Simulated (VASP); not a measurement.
H4CO, 36 atoms in the cell. The cell holds a disordered packing, 36 atoms: a = 7.380 Å, b = 7.380 Å, c = 7.380 Å, α = 90.00°, β = 90.00°, γ = 90.00°. 

| Item | Value |
| --- | --- |
| Program | VASP 6.6.1 |
| Task | single point |
| Functional | PBE |
| Dispersion | D3(BJ) |
| Potentials or basis | VASP PAW PBE potentials, release 64 (C, O, H) |
| Cutoff | 520 eV |
| k mesh | 1 × 1 × 1 |
| Occupations | fermi-dirac, width 0.05 eV |
| Spin | no spin polarisation |
| Dipole correction | no |
| Further INCAR settings | LREAL = Auto; ALGO = Normal; EDIFF = 1e-07; NBANDS = 66 |

Potentials or basis: VASP PAW PBE potentials, release 64 (C, O, H).

Command:

```sh
$ cat potpaw_PBE.64/C/POTCAR potpaw_PBE.64/O/POTCAR potpaw_PBE.64/H/POTCAR > POTCAR
$ mpirun -np 1 vasp_gam > vasp.out
```

Hardware: 1 thread of Intel(R) Xeon(R) Platinum 8259CL CPU @ 2.50GHz (Skylake/Cascade Lake), on a shared host.

**Question.** How long does it take, and how much memory?

**Answer.** Run time: 2.7 min on 1 thread of Intel(R) Xeon(R) Platinum 8259CL CPU @ 2.50GHz (Skylake/Cascade Lake) (shared host), peak memory 0.38 GiB. Counts: scf iterations 19, k points 1.
